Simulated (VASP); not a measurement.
Wanted: the native input for a VASP 6.6.1 run.

- Task: single point
- Functional: PBE
- Potentials or basis: VASP PAW PBE potentials, release 64 (Cs_sv, Cl)
- Cutoff: 500 eV
- k mesh: 4 × 4 × 4
- Occupations: methfessel-paxton, width 0.2 eV
- Spin: no spin polarisation
- Dipole correction: no
- Further INCAR settings: ALGO = Normal; EDIFF = 1e-06; NBANDS = 15

The structure of CsCl lies in POSCAR:

```
CsCl
1.0
    4.1406758997      0.0000000000      0.0000000000
    0.0000000000      4.1406758997      0.0000000000
    0.0000000000      0.0000000000      4.1406758997
Cs Cl
1 1
Direct
    0.0000000000      0.0000000000      0.0000000000
    0.5000000000      0.5000000000      0.5000000000
```

One way to write it, as run:

INCAR

```
  PREC = Accurate
  ENCUT = 500
  EDIFF = 1E-6
  ISMEAR = 1
  SIGMA = 0.2
  LREAL = F
  LASPH = T
  NELM = 120
  ALGO = Normal
  ISIF = 2
  LWAVE = F
  LCHARG = F
  GGA = PE
  NBANDS = 15
  GGA_COMPAT = F
```

KPOINTS

```
Automatic mesh
0
Gamma
  4 4 4
```

Potentials or basis: VASP PAW PBE potentials, release 64 (Cs_sv, Cl).

Command:

```sh
$ cat potpaw_PBE.64/Cs_sv/POTCAR potpaw_PBE.64/Cl/POTCAR > POTCAR
$ mpirun -np 1 vasp_std > vasp.out
```

Results of the run:

```
Pressure               : 0.8 GPa
Band gap on the k mesh : 5.20 eV
```

Caveat: spin-orbit coupling is left out, which moves the levels of the heavy elements.

Wall time 7 s on 1 thread of Intel(R) Xeon(R) Platinum 8488C (Sapphire Rapids), with other jobs on the host, peak memory 0.16 GiB.
